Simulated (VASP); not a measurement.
## PbS: single point with PBE+D3(BJ)

Crystal: PbS.

```
CELL_PARAMETERS angstrom
6.23586 0.00000 0.00000
0.00000 2.94734 2.94735
0.00000 -2.94734 2.94735
ATOMIC_POSITIONS crystal
Pb 0.73210 0.26055 0.76055
Pb 0.26790 0.76055 0.26055
S 0.72654 0.76045 0.26045
S 0.27346 0.26045 0.76045
```

| Property | Result |
| --- | --- |
| Program | VASP 6.6.1 |
| Task | single point |
| Functional | PBE |
| Dispersion | D3(BJ) |
| Potentials or basis | VASP PAW PBE potentials, release 64 (Pb_d, S) |
| Cutoff | 520 eV |
| k mesh | 2 × 6 × 6 |
| Occupations | fermi-dirac, width 0.02 eV |
| Spin | no spin polarisation |

The pressure is -0.1 GPa, the band gap on the k mesh is 0.91 eV, direct and the dispersion energy per atom is -0.334 eV.

Forces in eV/Å, atoms in the order of the input:
```
Pb  -0.002  0.000  0.000
Pb   0.002  0.000  0.000
S    0.000  0.000  0.000
S    0.000  0.000  0.000
```

Levels at points of the mesh, in eV from the valence-band top:
```
           k point  band 17  band 18  band 19  band 20  band 21  band 22  band 23  band 24
(0.00, 0.00, 0.00)    -3.02    -1.92    -1.92    -1.47     4.31     4.64     5.34     5.62
(0.50, 0.00, 0.00)    -2.28    -2.26    -2.26    -1.19     1.83     3.46     4.83     5.19
(0.00, 0.50, 0.00)    -1.49    -1.49    -0.34    -0.34     1.68     1.68     2.71     2.71
(0.50, 0.50, 0.00)    -1.42    -1.42     0.00     0.00     0.91     0.91     2.23     2.23
(0.00, 0.50, 0.50)    -3.29    -3.29    -2.75    -2.75     4.19     4.19     5.25     5.25
(0.50, 0.50, 0.50)    -3.83    -3.83    -1.07    -1.07     2.46     2.46     4.77     4.77
```

Wall time 51 s on 1 thread of Intel(R) Xeon(R) Platinum 8259CL CPU @ 2.50GHz (Skylake/Cascade Lake) (shared host), peak memory 0.25 GiB.

Caveat: the k points lie up to 0.50 Å⁻¹ apart; spin-orbit coupling is left out, which moves the levels of the heavy elements. A k mesh can miss the band edges.
